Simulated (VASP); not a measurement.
# Se (R-3m) in VASP: further runs

Runs on Se. Level: LDA. Tasks: relaxation of cell and atoms.

Everything below comes from runs of VASP 6.6.1. Logs are shortened: lines on timing, memory, paths and dates and some standing lists are left out, and cuts for length are marked.

## Step 1: The cell of the first run

The structure is trigonal, space group R-3m (No. 166). The conventional cell has a = 3.850 Å, b = 3.850 Å, c = 2.645 Å, α = 90.00°, β = 90.00°, γ = 120.00°. Se (site symmetry -3m) has 14 Se at 2.39 to 2.84 Å within 3.2 Å.

## Step 2: Relaxation of cell and atoms, LDA, target pressure 40 GPa, at which the enthalpy is minimised

INCAR reads:

```
SYSTEM = Se
PREC = Accurate ; ENCUT = 600
EDIFF = 1E-6 ; ISMEAR = -1
SIGMA = 0.05 ; LREAL = .False.
LASPH = .True. ; NELM = 100
ALGO = Normal ; ISIF = 3
LWAVE = .False. ; LCHARG = .False.
IBRION = 2 ; NSW = 80
EDIFFG = -0.02 ; PSTRESS = 400.0
```

KPOINTS reads:

```
Automatic mesh
0
Gamma
  19 19 19
  0 0 0
```

POSCAR reads:

```
Se
1.0
    2.3912690000      0.0000000000      0.0000000000
   -0.7080256539      2.2840462132      0.0000000000
   -0.7080256539     -0.9607424365      2.0721585544
Se
1
Direct
    0.0000000000      0.0000000000      0.0000000000
```

Potentials or basis: VASP PAW LDA potentials, release 64 (Se).

On the command line:

```console
> cat potpaw_LDA.64/Se/POTCAR > POTCAR
> mpirun -np 1 vasp_std > vasp.out
```

OUTCAR:

```text
SYSTEM = Se
   PREC = Accurate
   ENCUT = 600
   EDIFF = 1E-6
   ISMEAR = -1
   LREAL = .False.
   LASPH = .True.
   NELM = 100
   ISIF = 3
   IBRION = 2
   NSW = 80
   EDIFFG = -0.02
   PSTRESS = 400.0

 ion  position               nearest neighbor table
   1  0.000  0.000  0.000-

  LATTYP: Found a trigonal (rhomboedric) cell.
 ALAT       =     2.3912690000
 COS(alpha) =    -0.2960878320

  Lattice vectors:

 A1 = (   2.3912690000,   0.0000000000,   0.0000000000)
 A2 = (  -0.7080256539,   2.2840462132,   0.0000000000)
 A3 = (  -0.7080256539,  -0.9607424365,   2.0721585544)

Analysis of symmetry for initial positions (statically):
=====================================================================
 Subroutine PRICEL returns:
 Original cell was already a primitive cell.

 Routine SETGRP: Setting up the symmetry group for a
 trigonal (rhombohedral) supercell.

 Subroutine GETGRP returns: Found 12 space group operations
 (whereof 12 operations were pure point group operations)
 out of a pool of 12 trial point group operations.

The static configuration has the point symmetry D_3d.

Analysis of symmetry for dynamics (positions and initial velocities):
=====================================================================
 Subroutine PRICEL returns:
 Original cell was already a primitive cell.

 Routine SETGRP: Setting up the symmetry group for a
 trigonal (rhombohedral) supercell.

 Subroutine GETGRP returns: Found 12 space group operations
 (whereof 12 operations were pure point group operations)
 out of a pool of 12 trial point group operations.

The dynamic configuration has the point symmetry D_3d.

 Subroutine INISYM returns: Found 12 space group operations
 (whereof 12 operations are pure point group operations),
 and found     1 'primitive' translations

----------------------------------------------------------------------------------------

                                     Primitive cell

  volume of cell :      11.3177

  direct lattice vectors                    reciprocal lattice vectors
     2.391269000  0.000000000  0.000000000     0.418188000  0.129633030  0.202992085
    -0.708025654  2.284046213  0.000000000     0.000000000  0.437819513  0.202992085
    -0.708025654 -0.960742437  2.072158554     0.000000000  0.000000000  0.482588554

  length of vectors
     2.391269000  2.391269000  2.391269000     0.482588554  0.482588554  0.482588554

  position of ions in fractional coordinates (direct lattice)
     0.000000000  0.000000000  0.000000000

  ion indices of the primitive-cell ions
   primitive index   ion index
                 1           1

----------------------------------------------------------------------------------------

 KPOINTS: Automatic mesh

Automatic generation of k-mesh.
 Grid dimensions read from file:
 generate k-points for:   19   19   19

 Generating k-lattice:

  Cartesian coordinates                     Fractional coordinates (reciprocal lattice)
     0.022009895  0.006822791  0.010683794     0.052631579 -0.000000000  0.000000000
     0.000000000  0.023043132  0.010683794     0.000000000  0.052631579  0.000000000
     0.000000000  0.000000000  0.025399398     0.000000000  0.000000000  0.052631579

  Length of vectors
     0.025399398  0.025399398  0.025399398

  Shift w.r.t. Gamma in fractional coordinates (k-lattice)
     0.000000000  0.000000000  0.000000000

 Subroutine IBZKPT returns following result:
 ===========================================

 Found    670 irreducible k-points:

 Following reciprocal coordinates:
            Coordinates               Weight
  0.000000  0.000000  0.000000      1.000000
  0.052632  0.000000  0.000000      6.000000
  0.105263  0.000000  0.000000      6.000000
  0.157895 -0.000000  0.000000      6.000000
  0.210526  0.000000  0.000000      6.000000
  0.263158  0.000000  0.000000      6.000000
[... 16 lines left out ...]
 -0.315789  0.052632 -0.000000     12.000000
 -0.263158  0.052632 -0.000000     12.000000
 [... further k-points ...]
   k-points           NKPTS =    670   k-points in BZ     NKDIM =    670   number of bands    NBANDS=      7
   number of dos      NEDOS =    301   number of ions     NIONS =      1
   total plane-waves  NPLWV =   8000
   dimension x,y,z NGX =    20 NGY =   20 NGZ =   20
   dimension x,y,z NGXF=    40 NGYF=   40 NGZF=   40
   ions per type =               1
   NGX,Y,Z   is equivalent  to a cutoff of  13.90, 13.90, 13.90 a.u.
   NGXF,Y,Z  is equivalent  to a cutoff of  27.81, 27.81, 27.81 a.u.
 SYSTEM =  Se
   PREC   = accura    normal or accurate (medium, high low for compatibility)
   ISTART =      0    job   : 0-new  1-cont  2-samecut
   ICHARG =      2    charge: 1-file 2-atom 10-const
   ISPIN  =      1    spin polarized calculation?
   LNONCOLLINEAR =      F non collinear calculations
   LSORBIT =      F    spin-orbit coupling
   LASPH  =      T    aspherical Exc in radial PAW
   ENCUT  =  600.0 eV  44.10 Ry    6.64 a.u.   4.78  4.78  4.78*2*pi/ulx,y,z
   NELM   =    100;   NELMIN=  2; NELMDL= -5     # of ELM steps
   EDIFF  = 0.1E-05   stopping-criterion for ELM
   LREAL  =      F    real-space projection
   EDIFFG = -.2E-01   stopping-criterion for IOM
   NSW    =     80    number of steps for IOM
   IBRION =      2    ionic relax: 0-MD 1-quasi-New 2-CG
   NFREE  =      1    steps in history (QN), initial steepest desc. (CG)
   ISIF   =      3    stress and relaxation
   ISYM   =      2    0-nonsym 1-usesym 2-fastsym
   POTIM  = 0.5000    time-step for ionic-motion
   TEBEG  =    0.0;   TEEND  =   0.0 temperature during run
   PSTRESS=  400.0 pullay stress
   NELECT =       6.0000    total number of electrons
   NUPDOWN=      -1.0000    fix difference up-down
   EMIN   =  10.00;   EMAX   =-10.00  energy-range for DOS
   EFERMI =   0.00;   METHOD = LEGACY
   ISMEAR =    -1;   SIGMA  =   0.05  broadening in eV -4-tet -1-fermi 0-gaus
   EFERMI_NEDOS =   21; number of points for ismear=-14 and -15
   IALGO  =     38    algorithm
   IMIX   =      4    mixing-type and parameters
     AMIX     =   0.40;   BMIX     =  1.00
     AMIX_MAG =   1.60;   BMIX_MAG =  1.00
  volume/ion in A,a.u.               =      11.32        76.38
  Fermi-wavevector in a.u.,A,eV,Ry     =   1.324971  2.503833 23.885694  1.755549
  Thomas-Fermi vector in A             =   2.454467
   LORBIT       =      0    0 simple, 1 ext, 2 COOP (PROOUT), +10 PAW based schemes
   GGA     = CA    functional components
   LHFCALC =     F    Hartree Fock is set to
   AEXX    =    0.0000 exact exchange contribution
   IVDW    =     0    specifies the selected vdW correction
   LEPSILON=     F    determine dielectric tensor
   LRPA    =     F    only Hartree local field effects (RPA)
 conjugate gradient relaxation of ions
 non-spin polarized calculation
  energy-cutoff  :      600.00
  volume of cell :       11.32
 maximum number of plane-waves:       393
   NGX =  9   NGY =  9   NGZ =  9

--------------------------------------- Ionic step        1  -------------------------------------------

 number of electron       6.0000000 magnetization

 Free energy of the ion-electron system (eV)
  ---------------------------------------------------
  ext. energy  EPLUGINS =         0.00000000
  ---------------------------------------------------
  free energy    TOTEN  =        -1.50711315 eV

  energy without entropy =       -1.50339092  energy(sigma->0) =       -1.50525204

------------------------ aborting loop because EDIFF is reached ----------------------------------------

  FORCE on cell =-STRESS in cart. coord.  units (eV):
  Direction    XX          YY          ZZ          XY          YZ          ZX
  --------------------------------------------------------------------------------------
  -------------------------------------------------------------------------------------
  Total       10.5778062     10.5458374     10.4442389     -0.0515647     -0.1095654     -0.0807450
  in kB     1497.4415723   1492.9159269   1478.5331803     -7.2997238    -15.5105729    -11.4306219
  external PRESSURE =    1089.6302265 kB  Pullay stress =     400.0000000 kB
[... 584 lines left out ...]
 k-point    24 :      -0.2632    0.0526   -0.0000
  band No.  band energies     occupation
      1      -8.0814      2.00000
      2       5.9865      2.00000
      3      13.1912      0.00000
      4      14.7392      0.00000
      5      20.0681      0.00000
      6      21.5184      0.00000
      7      23.7178      0.00000

 [... further k-points ...]

[... ionic steps 4 to 10 ...]

--------------------------------------- Ionic step       11  -------------------------------------------

 number of electron       6.0000000 magnetization

------------------------ aborting loop because EDIFF is reached ----------------------------------------

  FORCE on cell =-STRESS in cart. coord.  units (eV):
  Direction    XX          YY          ZZ          XY          YZ          ZX
  --------------------------------------------------------------------------------------
  -------------------------------------------------------------------------------------
  Total        3.7066836      3.6803437      3.5966341     -0.0424854     -0.0902737     -0.0665278
  in kB      386.4212996    383.6753687    374.9486512     -4.4291003     -9.4110250     -6.9355187
  external PRESSURE =     -18.3182268 kB  Pullay stress =     400.0000000 kB
[... 59 lines left out ...]
  enthalpy is  TOTEN    =         0.2812546817 eV   P V=        3.7824562642

--------------------------------------- Ionic step       13  -------------------------------------------

 number of electron       5.9999998 magnetization

 Free energy of the ion-electron system (eV)
  ---------------------------------------------------
  ext. energy  EPLUGINS =         0.00000000
  ---------------------------------------------------
  free energy    TOTEN  =        -3.50919567 eV

  energy without entropy =       -3.50560488  energy(sigma->0) =       -3.50740027

 E-fermi :   9.8377     XC(G=0): -12.0505

 val. band max:        9.8367793633   @ k =  -0.3158  -0.3158   0.2632
 cond. band min:       9.8441851415   @ k =   0.2105   0.1053   0.0000
 fundamental gap:      0.0074057782
 Fermi energy:         9.8376871618

 k-point     1 :       0.0000    0.0000    0.0000
  band No.  band energies     occupation
      1      -9.6785      2.00000
      2      12.2611      0.00000
      3      14.4385      0.00000
      4      14.4385      0.00000
      5      19.7064      0.00000
      6      19.7064      0.00000
      7      21.9569      0.00000
[... 258 lines left out ...]
  FREE ENERGIE OF THE ION-ELECTRON SYSTEM (eV)
  ---------------------------------------------------
  free  energy   TOTEN  =        -3.5091956655 eV

  energy  without entropy=       -3.5056048788  energy(sigma->0) =       -3.50740027

  enthalpy is  TOTEN    =         0.2806732510 eV   P V=        3.7898689165

 reached required accuracy - stopping structural energy minimisation
```

Run time: 6.3 min. Hardware: 1 thread of Oxide Virtual Turin-like, shared host; peak memory 0.15 GiB.

What came out:

```yaml
Free_energy: -3.5092 eV
Relaxed_volume: 15.18 Å³/atom
Relaxed_cell: a = 2.564 Å, b = 2.564 Å, c = 2.564 Å, α = 103.48°, β = 103.48°, γ = 103.48°
Space_group_after_relaxing_to_0.1_Å: R-3m (No. 166)
Energy_change_on_relaxing_the_run_minimises_the_enthalpy: -2002.1 meV/atom
Ionic_steps: 13
Pressure_after_relaxing: 40.1 GPa
Band_gap_on_the_k_mesh: zero (bands 3 and 4 overlap by 9.42 eV)
```

Stress tensor (GPa, compression positive):
```
40.15 -0.07 -0.11
-0.07 40.11 -0.15
-0.11 -0.15 39.97
```

Step by step:
```
step  energy change (eV)  largest force (eV/Å)  pressure (GPa)  volume (Å³)
   1              0.0000                0.0000          148.96        11.32
   2             -1.5726                0.0000          -14.23        29.19
   3             -2.0577                0.0000           24.07        15.94
   4             -1.8972                0.0000           35.88        15.07
   5             -1.8347                0.0000           40.14        14.81
   6             -1.8535                0.0000           38.88        14.88
   7             -1.8728                0.0000           39.00        14.91
   8             -1.9321                0.0000           40.63        14.96
   9             -1.8883                0.0000           50.02        14.90
  10             -1.9461                0.0000           43.44        14.96
  11             -2.0464                0.0000           38.17        15.37
  12             -1.9941                0.0000           40.94        15.15
  13             -2.0021                0.0000           40.08        15.18
```

Final structure:
```cif
data_structure
_symmetry_space_group_name_H-M 'P 1'
_symmetry_Int_Tables_number 1
_cell_length_a 2.5637
_cell_length_b 2.5637
_cell_length_c 2.5637
_cell_angle_alpha 103.482
_cell_angle_beta 103.482
_cell_angle_gamma 103.482
_cell_volume 15.18
loop_
_atom_site_label
_atom_site_type_symbol
_atom_site_fract_x
_atom_site_fract_y
_atom_site_fract_z
_atom_site_occupancy
Se1 Se 0.00000 0.00000 0.00000 1
```

Caveat: the cell is relaxed towards a set pressure, so the run minimises the enthalpy, not the energy; the volume moved by over 15 % at a fixed basis, so the end points are rough.

## Step 3: Relaxation of cell and atoms, LDA, target pressure 60 GPa, at which the enthalpy is minimised

INCAR reads:

```
ALGO     = Normal         # electronic algorithm
EDIFF    = 1E-6           # SCF threshold, eV
EDIFFG   = -0.02          # ionic threshold
ENCUT    = 600            # plane-wave cutoff, eV
IBRION   = 2              # ionic algorithm
ISIF     = 3              # what is computed and relaxed
ISMEAR   = -1             # smearing method
LASPH    = T              # aspherical terms in the spheres
LCHARG   = F              # write CHGCAR
LREAL    = F              # projectors in reciprocal space
LWAVE    = F              # write WAVECAR
NELM     = 60             # most SCF steps
NSW      = 80             # ionic steps
PREC     = Accurate       # precision mode
PSTRESS  = 600.0        
SIGMA    = 0.05           # smearing width, eV
```

KPOINTS reads:

```
k-points
0
Gamma
  19 19 19
```

POSCAR is that of step 2.

Potentials or basis: VASP PAW LDA potentials, release 64 (Se).

On the command line:

```console
> cat potpaw_LDA.64/Se/POTCAR > POTCAR
> mpirun -np 1 vasp_std > vasp.out
```

It took 9 min on 1 thread of Oxide Virtual Turin-like, shared host; peak memory 0.15 GiB.

The run converged. Its results:

```
Free energy                                                : -3.1479 eV
Relaxed volume                                             : 14.01 Å³/atom
Relaxed cell                                               : a = 2.511 Å, b = 2.511 Å, c = 2.511 Å, α = 104.44°, β = 104.44°, γ = 104.44°
Space group after relaxing (to 0.1 Å)                      : R-3m (No. 166)
Energy change on relaxing (the run minimises the enthalpy) : -1640.8 meV/atom
Ionic steps                                                : 18
Pressure after relaxing                                    : 60.1 GPa
Band gap on the k mesh                                     : zero (bands 3 and 4 overlap by 10.75 eV)
```

Step by step:
```tsv
step	energy change (eV)	largest force (eV/Å)	pressure (GPa)	volume (Å³)
1	0.0000	0.0000	148.96	11.32
2	-1.9327	0.0000	-13.18	25.05
3	-1.7687	0.0000	44.49	14.56
4	-1.5676	0.0000	57.27	13.92
5	-1.5223	0.0000	60.07	13.80
6	-1.5420	0.0000	58.86	13.85
7	-1.4826	0.0000	63.24	13.68
8	-1.4561	0.0000	65.21	13.61
9	-1.4555	0.0000	65.40	13.61
10	-1.4532	0.0000	66.06	13.59
11	-1.4472	0.0000	67.64	13.56
12	-1.4273	0.0000	71.23	13.49
13	-1.4513	0.0000	70.22	13.54
14	-1.5150	0.0000	67.82	13.70
15	-1.5352	0.0000	67.05	13.75
16	-1.5606	0.0000	65.42	13.81
17	-1.6316	0.0000	60.72	13.98
18	-1.6408	0.0000	60.09	14.01
```

Final structure:
```cif
data_structure
_symmetry_space_group_name_H-M 'P 1'
_symmetry_Int_Tables_number 1
_cell_length_a 2.5113
_cell_length_b 2.5113
_cell_length_c 2.5113
_cell_angle_alpha 104.444
_cell_angle_beta 104.444
_cell_angle_gamma 104.444
_cell_volume 14.01
loop_
_atom_site_label
_atom_site_type_symbol
_atom_site_fract_x
_atom_site_fract_y
_atom_site_fract_z
_atom_site_occupancy
Se1 Se 0.00000 0.00000 0.00000 1
```

Levels at points of the mesh, in eV from the Fermi level:
```
           k point  band 1  band 2  band 3  band 4  band 5  band 6
(0.00, 0.00, 0.00)  -20.49    2.99    5.33    5.33   10.38   10.38
```

Caveat: the cell is relaxed towards a set pressure, so the run minimises the enthalpy, not the energy; the volume moved by over 15 % at a fixed basis, so the end points are rough.
